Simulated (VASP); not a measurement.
# MgO (Fm-3m) in VASP: a series of runs

MgO is run at these levels: r2SCAN; tasks: single point.

Program: VASP 6.6.1. These are calculated values, not measurements. Logs are shortened: lines on timing, memory, paths and dates and some standing lists are left out, and cuts for length are marked.

**What was measured.**

“Electronic structure of alkaline earth and post-transition metal oxides”, 2009, arxiv:0908.1581 quotes, for a bulk crystal of MgO: band gap 7.83 eV.

The results are compared with them further down.

## (1) The cell of the first run

Symmetry: Fm-3m, No. 225, cubic system. The conventional cell has a = 4.150 Å, b = 4.150 Å, c = 4.150 Å, α = 90.00°, β = 90.00°, γ = 90.00°. Within 2.7 Å of Mg (site symmetry m-3m) lie 6 O at 2.08 Å. O (site symmetry m-3m) has 6 Mg at 2.08 Å within 2.7 Å.

## (2) Single point, r2SCAN

POSCAR

```
MgO
1.0
    2.0751564207      2.0751564207      0.0000000000
   -2.0751564207      2.0751564207      0.0000000000
    0.0000000000      2.0751564207      2.0751564207
Mg O
1 1
Direct
    0.0000000000      0.0000000000      0.0000000000
    0.5000000000      0.5000000000      0.0000000000
```

INCAR.step1

```
  PREC = Accurate
  ENCUT = 520
  ISMEAR = 0
  SIGMA = 0.01
  LREAL = False
  LASPH = True
  NELM = 80
  NBANDS = 11
  GGA = PE
  ALGO = Normal
  EDIFF = 1E-4
  LWAVE = True
  LCHARG = False
```

INCAR.step2

```
  PREC = Accurate
  ENCUT = 520
  EDIFF = 1E-7
  ISMEAR = 0
  SIGMA = 0.01
  LREAL = False
  LASPH = True
  NELM = 80
  ALGO = Normal
  ISIF = 2
  LWAVE = False
  LCHARG = False
  METAGGA = R2SCAN
  LMIXTAU = True
  NBANDS = 11
  ISTART = 1
```

KPOINTS

```
Automatic mesh
0
Gamma
  10 10 10
```

Potentials or basis: VASP PAW PBE potentials, release 64 (Mg, O).

Run with:

```bash
$ cat potpaw_PBE.64/Mg/POTCAR potpaw_PBE.64/O/POTCAR > POTCAR
$ cp INCAR.step1 INCAR
$ mpirun -np 1 vasp_std > vasp.out
$ cp INCAR.step2 INCAR
$ mpirun -np 1 vasp_std > vasp.out
```

OUTCAR:

```text
PREC = Accurate
   ENCUT = 520
   EDIFF = 1E-7
   ISMEAR = 0
   LREAL = False
   LASPH = True
   NELM = 80
   ISIF = 2
   METAGGA = R2SCAN
   ISTART = 1

 ion  position               nearest neighbor table
   1  0.000  0.000  0.000-   2 2.08   2 2.08   2 2.08   2 2.08   2 2.08   2 2.08
   2  0.500  0.500  0.000-   1 2.08   1 2.08   1 2.08   1 2.08   1 2.08   1 2.08

  LATTYP: Found a face centered cubic cell.
 ALAT       =     4.1503128414

  Lattice vectors:

 A1 = (   0.0000000000,   2.0751564207,   2.0751564207)
 A2 = (   2.0751564207,   0.0000000000,   2.0751564207)
 A3 = (   2.0751564207,   2.0751564207,   0.0000000000)

Analysis of symmetry for initial positions (statically):
=====================================================================
 Subroutine PRICEL returns:
 Original cell was already a primitive cell.

 Routine SETGRP: Setting up the symmetry group for a
 face centered cubic supercell.

 Subroutine GETGRP returns: Found 48 space group operations
 (whereof 48 operations were pure point group operations)
 out of a pool of 48 trial point group operations.

The static configuration has the point symmetry O_h .

Analysis of symmetry for dynamics (positions and initial velocities):
=====================================================================
 Subroutine PRICEL returns:
 Original cell was already a primitive cell.

 Routine SETGRP: Setting up the symmetry group for a
 face centered cubic supercell.

 Subroutine GETGRP returns: Found 48 space group operations
 (whereof 48 operations were pure point group operations)
 out of a pool of 48 trial point group operations.

The dynamic configuration has the point symmetry O_h .

 Subroutine INISYM returns: Found 48 space group operations
 (whereof 48 operations are pure point group operations),
 and found     1 'primitive' translations

----------------------------------------------------------------------------------------

                                     Primitive cell

  volume of cell :      17.8724

  direct lattice vectors                    reciprocal lattice vectors
     2.075156421  2.075156421  0.000000000     0.240945692  0.240945692 -0.240945692
    -2.075156421  2.075156421  0.000000000    -0.240945692  0.240945692 -0.240945692
     0.000000000  2.075156421  2.075156421     0.000000000  0.000000000  0.481891384

  length of vectors
     2.934714354  2.934714354  2.934714354     0.417330181  0.417330181  0.481891384

  position of ions in fractional coordinates (direct lattice)
     0.000000000  0.000000000  0.000000000
     0.500000000  0.500000000  0.000000000

  ion indices of the primitive-cell ions
   primitive index   ion index
                 1           1
                 2           2

----------------------------------------------------------------------------------------

 KPOINTS: Automatic mesh

Automatic generation of k-mesh.
 Grid dimensions read from file:
 generate k-points for:   10   10   10

 Generating k-lattice:

  Cartesian coordinates                     Fractional coordinates (reciprocal lattice)
     0.024094569  0.024094569 -0.024094569     0.100000000  0.000000000  0.000000000
    -0.024094569  0.024094569 -0.024094569     0.000000000  0.100000000  0.000000000
     0.000000000  0.000000000  0.048189138     0.000000000  0.000000000  0.100000000

  Length of vectors
     0.041733018  0.041733018  0.048189138

  Shift w.r.t. Gamma in fractional coordinates (k-lattice)
     0.000000000  0.000000000  0.000000000

 Subroutine IBZKPT returns following result:
 ===========================================

 Found     47 irreducible k-points:

 Following reciprocal coordinates:
            Coordinates               Weight
  0.000000  0.000000  0.000000      1.000000
  0.100000  0.000000  0.000000      8.000000
  0.200000  0.000000  0.000000      8.000000
  0.300000  0.000000  0.000000      8.000000
  0.400000  0.000000  0.000000      8.000000
  0.500000  0.000000  0.000000      4.000000
[... 16 lines left out ...]
  0.300000  0.300000  0.000000     12.000000
  0.400000  0.300000  0.000000     24.000000
 [... further k-points ...]
   k-points           NKPTS =     47   k-points in BZ     NKDIM =     47   number of bands    NBANDS=     11
   number of dos      NEDOS =    301   number of ions     NIONS =      2
   total plane-waves  NPLWV =  13824
   dimension x,y,z NGX =    24 NGY =   24 NGZ =   24
   dimension x,y,z NGXF=    48 NGYF=   48 NGZF=   48
   ions per type =               1   1
   NGX,Y,Z   is equivalent  to a cutoff of  13.60, 13.60, 13.60 a.u.
   NGXF,Y,Z  is equivalent  to a cutoff of  27.19, 27.19, 27.19 a.u.
 SYSTEM =  unknown system
   PREC   = accura    normal or accurate (medium, high low for compatibility)
   ISTART =      1    job   : 0-new  1-cont  2-samecut
   ICHARG =      0    charge: 1-file 2-atom 10-const
   ISPIN  =      1    spin polarized calculation?
   LNONCOLLINEAR =      F non collinear calculations
   LSORBIT =      F    spin-orbit coupling
   LASPH  =      T    aspherical Exc in radial PAW
   ENCUT  =  520.0 eV  38.22 Ry    6.18 a.u.   5.46  5.46  5.46*2*pi/ulx,y,z
   NELM   =     80;   NELMIN=  2; NELMDL=  0     # of ELM steps
   EDIFF  = 0.1E-06   stopping-criterion for ELM
   LREAL  =      F    real-space projection
   EDIFFG = 0.1E-05   stopping-criterion for IOM
   NSW    =      0    number of steps for IOM
   IBRION =     -1    ionic relax: 0-MD 1-quasi-New 2-CG
   NFREE  =      0    steps in history (QN), initial steepest desc. (CG)
   ISIF   =      2    stress and relaxation
   ISYM   =      2    0-nonsym 1-usesym 2-fastsym
   POTIM  = 0.5000    time-step for ionic-motion
   TEBEG  =    0.0;   TEEND  =   0.0 temperature during run
   PSTRESS=    0.0 pullay stress
   NELECT =       8.0000    total number of electrons
   NUPDOWN=      -1.0000    fix difference up-down
   EMIN   =  10.00;   EMAX   =-10.00  energy-range for DOS
   EFERMI =   0.00;   METHOD = LEGACY
   ISMEAR =     0;   SIGMA  =   0.01  broadening in eV -4-tet -1-fermi 0-gaus
   EFERMI_NEDOS =   21; number of points for ismear=-14 and -15
   IALGO  =     38    algorithm
   IMIX   =      4    mixing-type and parameters
     AMIX     =   0.40;   BMIX     =  1.00
     AMIX_MAG =   1.60;   BMIX_MAG =  1.00
  volume/ion in A,a.u.               =       8.94        60.30
  Fermi-wavevector in a.u.,A,eV,Ry     =   1.252307  2.366516 21.337632  1.568272
  Thomas-Fermi vector in A             =   2.386213
   LORBIT       =      0    0 simple, 1 ext, 2 COOP (PROOUT), +10 PAW based schemes
   METAGGA = R2SCAN    functional components
   LHFCALC =     F    Hartree Fock is set to
   AEXX    =    0.0000 exact exchange contribution
   IVDW    =     0    specifies the selected vdW correction
   LEPSILON=     F    determine dielectric tensor
   LRPA    =     F    only Hartree local field effects (RPA)
 non-spin polarized calculation
 Gauss-broadening in eV      SIGMA  =   0.01
  energy-cutoff  :      520.00
  volume of cell :       17.87
 maximum number of plane-waves:       531
 NGX is ok and might be reduce to    24
   NGX = 11   NGY = 11   NGZ = 11

 number of electron       7.9999999 magnetization

 Free energy of the ion-electron system (eV)
  ---------------------------------------------------
  ext. energy  EPLUGINS =         0.00000000
  ---------------------------------------------------
  free energy    TOTEN  =       -16.15011283 eV

  energy without entropy =      -16.15011283  energy(sigma->0) =      -16.15011283

 E-fermi :   3.2457     XC(G=0): -11.8249

 val. band max:        3.1091275300   @ k =   0.0000   0.0000   0.0000
 cond. band min:       9.1740135472   @ k =   0.0000   0.0000   0.0000
 fundamental gap:      6.0648860172
 Fermi energy:         3.2457395911

 k-point     1 :       0.0000    0.0000    0.0000
  band No.  band energies     occupation
      1     -15.3240      2.00000
      2       3.1091      2.00000
      3       3.1091      2.00000
      4       3.1091      2.00000
      5       9.1740      0.00000
      6      20.2032      0.00000
      7      20.2032      0.00000
      8      20.2032      0.00000
      9      24.4776      0.00000
     10      26.2942      0.00000
     11      26.2942      0.00000

 k-point     2 :       0.1000    0.0000    0.0000
  band No.  band energies     occupation
      1     -15.2112      2.00000
      2       2.4684      2.00000
      3       3.0342      2.00000
      4       3.0342      2.00000
      5       9.7875      0.00000
      6      18.9494      0.00000
      7      20.4729      0.00000
      8      20.4729      0.00000
      9      25.6359      0.00000
     10      25.6359      0.00000
     11      26.2497      0.00000

 k-point     3 :       0.2000    0.0000    0.0000
  band No.  band energies     occupation
      1     -14.9028      2.00000
      2       1.1067      2.00000
      3       2.8445      2.00000
      4       2.8445      2.00000
      5      10.9953      0.00000
      6      17.4545      0.00000
      7      21.0458      0.00000
      8      21.0459      0.00000
      9      24.9591      0.00000
     10      24.9591      0.00000
     11      27.5769      0.00000

 k-point     4 :       0.3000    0.0000    0.0000
  band No.  band energies     occupation
      1     -14.4869      2.00000
      2      -0.2916      2.00000
      3       2.6213      2.00000
      4       2.6213      2.00000
      5      11.9058      0.00000
      6      16.9014      0.00000
      7      21.2728      0.00000
      8      21.2728      0.00000
      9      25.4324      0.00000
     10      25.4324      0.00000
     11      27.0112      0.00000

 k-point     5 :       0.4000    0.0000    0.0000
  band No.  band energies     occupation
      1     -14.1146      2.00000
      2      -1.3214      2.00000
      3       2.4490      2.00000
      4       2.4490      2.00000
      5      12.1887      0.00000
      6      17.1919      0.00000
      7      21.1076      0.00000
      8      21.1076      0.00000
      9      26.4156      0.00000
     10      26.8261      0.00000
     11      26.8261      0.00000
[... 211 lines left out ...]
 k-point    21 :      -0.3000    0.2000    0.0000
  band No.  band energies     occupation
      1     -14.4797      2.00000
      2       0.2318      2.00000
      3       2.2441      2.00000
      4       2.3276      2.00000
      5      12.7208      0.00000
      6      15.5344      0.00000
      7      20.1879      0.00000
      8      22.1558      0.00000
      9      22.6270      0.00000
     10      28.0287      0.00000
     11      31.4652      0.00000

 k-point    22 :      -0.2000    0.2000    0.0000
  band No.  band energies     occupation
      1     -14.7793      2.00000
      2       1.0500      2.00000
      3       2.5477      2.00000
      4       2.5477      2.00000
      5      11.6972      0.00000
      6      16.2841      0.00000
      7      21.6137      0.00000
      8      21.6567      0.00000
      9      21.6567      0.00000
     10      27.5877      0.00000
     11      31.2494      0.00000

 k-point    23 :       0.3000    0.3000    0.0000
  band No.  band energies     occupation
      1     -13.8117      2.00000
      2      -0.5073      2.00000
      3       0.3091      2.00000
      4       2.1633      2.00000
      5      14.6322      0.00000
      6      16.5056      0.00000
      7      17.9326      0.00000
      8      22.5383      0.00000
      9      24.6473      0.00000
     10      26.5885      0.00000
     11      32.3318      0.00000

 k-point    24 :       0.4000    0.3000    0.0000
  band No.  band energies     occupation
      1     -13.7187      2.00000
      2      -0.6120      2.00000
      3       0.3142      2.00000
      4       1.9814      2.00000
      5      14.4995      0.00000
      6      16.7859      0.00000
      7      17.3738      0.00000
      8      22.7977      0.00000
      9      23.6054      0.00000
     10      28.9540      0.00000
     11      32.8220      0.00000

 [... further k-points ...]
[... 5 lines left out ...]
  --------------------------------------------------------------------------------------
  -------------------------------------------------------------------------------------
  Total        0.6530641      0.6530641      0.6530641     -0.0000000      0.0000000     -0.0000000
  in kB       58.5441965     58.5441965     58.5441965     -0.0000000      0.0000000     -0.0000000
  external PRESSURE =      58.5441965 kB  Pullay stress =       0.0000000 kB

 VOLUME and BASIS-vectors are now :
 -----------------------------------------------------------------------------
  energy-cutoff  :      520.00
  volume of cell :       17.87
      direct lattice vectors                 reciprocal lattice vectors
     2.075156421  2.075156421  0.000000000     0.240945692  0.240945692 -0.240945692
    -2.075156421  2.075156421  0.000000000    -0.240945692  0.240945692 -0.240945692
     0.000000000  2.075156421  2.075156421     0.000000000  0.000000000  0.481891384

 POSITION                                       TOTAL-FORCE (eV/Angst)
 -----------------------------------------------------------------------------------
      0.00000      0.00000      0.00000         0.000000      0.000000      0.000000
      0.00000      2.07516      0.00000        -0.000000     -0.000000      0.000000
 -----------------------------------------------------------------------------------
    total drift:                                0.000000     -0.000000     -0.000000

  FREE ENERGIE OF THE ION-ELECTRON SYSTEM (eV)
  ---------------------------------------------------
  free  energy   TOTEN  =       -16.1501128328 eV

  energy  without entropy=      -16.1501128328  energy(sigma->0) =      -16.15011283
```

It took 53 s on 1 thread of Intel Xeon 8259CL, shared host; peak memory 0.15 GiB.

What came out:

- Free energy: -16.1501 eV
- Pressure: 5.9 GPa
- Band gap on the k mesh: 6.06 eV

Levels at points of the mesh, in eV from the valence-band top:
```
           k point  band 2  band 3  band 4  band 5  band 6  band 7
(0.00, 0.00, 0.00)    0.00    0.00    0.00    6.06   17.09   17.09
(0.50, 0.00, 0.00)   -4.81   -0.72   -0.72    9.10   14.34   17.90
(0.50, 0.50, 0.00)   -4.29   -1.44   -1.44   10.09   11.57   14.79
```

Caveat: the cell stands under pressure; the PAW data sets were made with another functional, which shifts forces and pressure a little.

## (3) Single point, r2SCAN

This run uses another cell than the first one, of 9.18 Å³/atom.

POSCAR

```
MgO
1.0
    2.0939376711      2.0939376711      0.0000000000
   -2.0939376711      2.0939376711      0.0000000000
    0.0000000000      2.0939376711      2.0939376711
Mg O
1 1
Direct
    0.0000000000      0.0000000000      0.0000000000
    0.5000000000      0.5000000000      0.0000000000
```

INCAR.step1

```
ALGO = Normal
EDIFF = 1E-4
ENCUT = 520
GGA = PE
ISMEAR = 0
LASPH = T
LCHARG = F
LREAL = F
LWAVE = T
NBANDS = 11
NELM = 60
PREC = Accurate
SIGMA = 0.01
```

INCAR.step2

```
ALGO = Normal
EDIFF = 1E-6
ENCUT = 520
ISIF = 2
ISMEAR = 0
ISTART = 1
LASPH = T
LCHARG = F
LMIXTAU = T
LREAL = F
LWAVE = F
METAGGA = R2SCAN
NBANDS = 11
NELM = 60
PREC = Accurate
SIGMA = 0.01
```

KPOINTS

```
k-points
0
Gamma
  10 10 10
```

Potentials or basis: VASP PAW PBE potentials, release 64 (Mg, O).

Run with:

```bash
$ cat potpaw_PBE.64/Mg/POTCAR potpaw_PBE.64/O/POTCAR > POTCAR
$ cp INCAR.step1 INCAR
$ mpirun -np 1 vasp_std > vasp.out
$ cp INCAR.step2 INCAR
$ mpirun -np 1 vasp_std > vasp.out
```

Wall time 40 s (1 thread of Intel Xeon 8259CL, shared host); peak memory 0.15 GiB.

The run converged. Its results:

| Item | Value |
| --- | --- |
| Free energy | -16.1610 eV |
| Pressure | 0.9 GPa |
| Band gap on the k mesh | 5.78 eV |

Levels at points of the mesh, in eV from the valence-band top:
| k point | band 2 | band 3 | band 4 | band 5 | band 6 | band 7 |
| --- | --- | --- | --- | --- | --- | --- |
| (0.00, 0.00, 0.00) | 0.00 | 0.00 | 0.00 | 5.78 | 16.94 | 16.94 |
| (0.50, 0.00, 0.00) | -4.69 | -0.69 | -0.69 | 8.92 | 14.01 | 17.61 |
| (0.50, 0.50, 0.00) | -4.17 | -1.40 | -1.40 | 10.05 | 11.26 | 14.48 |

Caveat: the PAW data sets were made with another functional, which shifts forces and pressure a little.

[end of part 1 of 2]
